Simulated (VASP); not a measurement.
Input of a VASP 6.6.1 run:

POSCAR

```
NaH
1.0
    0.0000000000      2.3324737303      2.3795896996
    2.3324737303      0.0000000000      2.3795896996
    2.3324737303      2.3324737303      0.0000000000
Na H
1 1
Direct
    0.0000000000      0.0000000000      0.0000000000
    0.5000000000      0.5000000000      0.5000000000
```

Contents of INCAR.step1:

```
SYSTEM = NaH
PREC = Accurate
ENCUT = 520
ISMEAR = -1
SIGMA = 0.2
LREAL = .FALSE.
LASPH = .TRUE.
NELM = 60
NBANDS = 11
GGA = PE
ALGO = Normal
EDIFF = 1E-4
LWAVE = .TRUE.
LCHARG = .FALSE.
```

INCAR.step2

```
SYSTEM = NaH
PREC = Accurate
ENCUT = 520
EDIFF = 1E-6
ISMEAR = -1
SIGMA = 0.2
LREAL = .FALSE.
LASPH = .TRUE.
NELM = 60
ALGO = Normal
ISIF = 2
LWAVE = .FALSE.
LCHARG = .FALSE.
METAGGA = R2SCAN
LMIXTAU = .TRUE.
NBANDS = 11
ISTART = 1
```

KPOINTS

```
regular mesh
0
G
  10 10 10
  0 0 0
```

Potentials or basis: VASP PAW PBE potentials, release 64 (Na_pv, H).

Command:

```console
$ cat potpaw_PBE.64/Na_pv/POTCAR potpaw_PBE.64/H/POTCAR > POTCAR
$ cp INCAR.step1 INCAR
$ mpirun -np 1 vasp_std > vasp.out
$ cp INCAR.step2 INCAR
$ mpirun -np 1 vasp_std > vasp.out
```

Task: Predict the band gap on the k mesh.

Result: 4.53 eV, indirect (least direct gap 5.40 eV).

Task: What does it give for the pressure?

Result: 1.5 GPa.

Stress tensor (GPa, compression positive):
```
1.77 0.00 0.00
0.00 1.77 0.00
0.00 0.00 0.93
```

Caveat: the PAW data sets were made with another functional, which shifts forces and pressure a little. A k mesh can miss the band edges.
